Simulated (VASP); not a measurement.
A run of VASP 6.6.1:

The input INCAR:

```
ALGO = Normal
EDIFF = 1E-7
ENCUT = 520
GGA = PS
ISIF = 2
ISMEAR = 0
LASPH = T
LCHARG = F
LREAL = F
LWAVE = F
NBANDS = 24
NELM = 80
PREC = Accurate
SIGMA = 0.1
```

KPOINTS

```
k-points
0
Gamma
  12 12 8
```

The input POSCAR:

```
NiS
1.0
    3.4391601920      0.0000000000      0.0000000000
   -1.7195800960      2.9784000940      0.0000000000
    0.0000000000      0.0000000000      5.1238000594
Ni S
2 2
Direct
    0.0000000000      0.0000000000      0.0000000000
    0.0000000000      0.0000000000      0.5000000000
    0.3333333333      0.6666666667      0.2500000000
    0.6666666667      0.3333333333      0.7500000000
```

Potentials or basis: VASP PAW PBE potentials, release 64 (Ni, S).

Command:

```console
$ cat potpaw_PBE.64/Ni/POTCAR potpaw_PBE.64/S/POTCAR > POTCAR
$ mpirun -np 1 vasp_std > vasp.out
```

Hardware: 1 thread of Intel(R) Xeon(R) Platinum 8488C (Sapphire Rapids), on a shared host.

**Question.** Estimate the wall time of this run.

**Answer.** Run time: 110 s on 1 thread of Intel(R) Xeon(R) Platinum 8488C (Sapphire Rapids), with other jobs on the host, peak memory 0.23 GiB. Counts: scf iterations 16, k points 95.
